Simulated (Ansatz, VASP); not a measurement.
MgB2: VASP beside Ansatz

File POSCAR:

```
MgB2
1.0
    3.1255967608      0.0000000000      0.0000000000
   -1.5627983804      2.7068461969      0.0000000000
    0.0000000000      0.0000000000      3.5693605797
Mg B
1 2
Direct
    0.0000000000      0.0000000000      0.0000000000
    0.6666666667      0.3333333333      0.5000000000
    0.3333333333      0.6666666667      0.5000000000
```

Contents of INCAR.step1:

```
  PREC = Accurate
  ENCUT = 660
  ISMEAR = -1
  SIGMA = 0.05
  LREAL = F
  LASPH = T
  NELM = 120
  NBANDS = 15
  GGA = PE
  ALGO = Normal
  EDIFF = 1E-5
  LWAVE = T
  LCHARG = F
  GGA_COMPAT = F
```

File INCAR.step2:

```
  PREC = Accurate
  ENCUT = 660
  EDIFF = 1E-6
  ISMEAR = -1
  SIGMA = 0.05
  LREAL = F
  LASPH = T
  NELM = 120
  ALGO = Normal
  ISIF = 2
  LWAVE = F
  LCHARG = F
  METAGGA = R2SCAN
  LMIXTAU = T
  NBANDS = 15
  ISTART = 1
  GGA_COMPAT = F
```

KPOINTS

```
regular mesh
0
Gamma
  10 10 8
```

File input.yaml:

```yaml
crystal:
  lattice:
    - [3.1255967608, 0.0, 0.0]
    - [-1.5627983804, 2.7068461969, 0.0]
    - [0.0, 0.0, 3.5693605797]
  atoms:
    - { symbol: Mg, position: [0.0, 0.0, 0.0] }
    - { symbol: B, position: [0.6666666667, 0.3333333333, 0.5] }
    - { symbol: B, position: [0.3333333333, 0.6666666667, 0.5] }
hamiltonian:
  xc: r2scan
  pseudopotentials: { kind: paw }
kpoints:
  mp_grid: { grid: [10, 10, 8] }
scf:
  occupations: { method: fermi_dirac, width: 0.05 }
output:
  forces: true
  stress: true
  eigenvalues: true
```

Alike in both runs: task single point; functional r2SCAN; k mesh 10 × 10 × 8; occupations fermi-dirac, width 0.05 eV; no spin polarisation.

```csv
,VASP,Ansatz
version,VASP 6.6.1,Ansatz 0.2.0
potentials or method,"VASP PAW PBE potentials, release 64 (Mg_sv, B)",Ansatz PAW
plane-wave cutoff (eV),660,500
valence electrons in the cell,16,16
```

Ansatz gave:

- gap on the k mesh at the Fermi level (eV): none
- pressure (GPa): -7.6
- traceless stress, the component that is largest in VASP (GPa): 1.53

Q: Estimate VASP's values.

A: gap on the k mesh at the Fermi level (eV): none; pressure (GPa): -7.9; traceless stress, the component that is largest in VASP (GPa): 1.66.

VASP's potentials were made for PBE, not for r2SCAN. A gap of «none» marks a metal or a gap that the smearing closes. With one functional, cell and mesh, what is left measures potentials, basis and numerics.
